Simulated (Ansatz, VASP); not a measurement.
**One calculation of Te, two programs**

```xyz
1
Lattice="0.0000 2.3672 2.3672 2.3672 0.0000 2.3672 2.3672 2.3672 0.0000" Properties=species:S:1:pos:R:3 pbc="T T T"
Te    0.0000    0.0000    0.0000
```

Alike in both runs: task single point; functional revPBE; k mesh 13 × 13 × 13; occupations fermi-dirac, width 0.1 eV; no spin polarisation.

|  | VASP | Ansatz |
| --- | --- | --- |
| version | VASP 6.6.1 | Ansatz 0.2.0 |
| potentials or method | VASP PAW PBE potentials, release 64 (Te), cutoff 520 eV | plane waves (420 eV) with PAW, scalar-relativistic |
| valence electrons in the cell | 6 | 16 |

```csv
,VASP,Ansatz,Ansatz less VASP
pressure (GPa),4.8,5.0,+0.15
```

VASP's potentials were made for PBE, not for revPBE. The functional is the same, so the differences come from potentials, cutoffs and numerics. VASP's potentials hold 6 valence electrons a cell and Ansatz's 16, so a difference there can come from the potentials and not from the codes.

Neither program's run includes spin-orbit coupling.
